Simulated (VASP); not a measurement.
A run of VASP 6.6.1:

The input INCAR:

```
SYSTEM = Nb
ALGO = Normal
EDIFF = 1E-6
EDIFFG = -0.03
ENCUT = 600
GGA = PE
IBRION = 2
ISIF = 3
ISMEAR = 1
LASPH = .True.
LCHARG = .False.
LREAL = .False.
LWAVE = .False.
NELM = 80
NSW = 60
PREC = Accurate
PSTRESS = 200.0
SIGMA = 0.1
```

File KPOINTS:

```
k-points
0
Gamma
  7 7 7
  0 0 0
```

Contents of POSCAR:

```
Nb
1.0
    2.7300000000      0.0000000000      0.0000000000
    0.0000000000      2.7300000000      0.0000000000
    0.0000000000      0.0000000000      2.7300000000
Nb
1
Direct
    0.0000000000      0.0000000000      0.0000000000
```

Potentials or basis: VASP PAW PBE potentials, release 64 (Nb_sv).

Launch:

```bash
$ cat potpaw_PBE.64/Nb_sv/POTCAR > POTCAR
$ mpirun -np 1 vasp_std > vasp.out
```

Hardware: 1 thread of Intel(R) Xeon(R) Platinum 8488C (Sapphire Rapids), on a shared host.

Problem. How long does it take, and how much memory?

Solution. It took 20 s on 1 thread of Intel(R) Xeon(R) Platinum 8488C (Sapphire Rapids), with other jobs on the host, peak memory 0.14 GiB. Counts: scf iterations 46, k points 20, ion steps 5.
